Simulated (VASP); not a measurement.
A run of VASP 6.6.1 is set up as follows.

INCAR

```
SYSTEM = Os
PREC = Accurate
ENCUT = 520
EDIFF = 1E-6
ISMEAR = -1
SIGMA = 0.1
LREAL = .False.
LASPH = .True.
NELM = 60
ALGO = Normal
ISIF = 2
LWAVE = .False.
LCHARG = .False.
GGA = RE
NBANDS = 10
```

Contents of KPOINTS:

```
regular mesh
0
Gamma
  16 16 16
  0 0 0
```

Contents of POSCAR:

```
Os
1.0
   -1.5708284413      1.5708284413      1.5708284413
    1.5708284413     -1.5708284413      1.5708284413
    1.5708284413      1.5708284413     -1.5708284413
Os
1
Direct
    0.0000000000      0.0000000000      0.0000000000
```

Potentials or basis: VASP PAW PBE potentials, release 64 (Os).

Run with:

```console
$ cat potpaw_PBE.64/Os/POTCAR > POTCAR
$ mpirun -np 1 vasp_std > vasp.out
```

**Question.** What does it give for the band gap on the k mesh?

**Answer.** Zero (band 4 reaches 10.44 eV, above the bottom of band 5 at 6.46 eV).

**Question.** What does it give for the pressure?

**Answer.** -12.4 GPa.

Caveat: the PAW data sets were made with another functional, which shifts forces and pressure a little; spin-orbit coupling is left out, which moves the levels of the heavy elements.
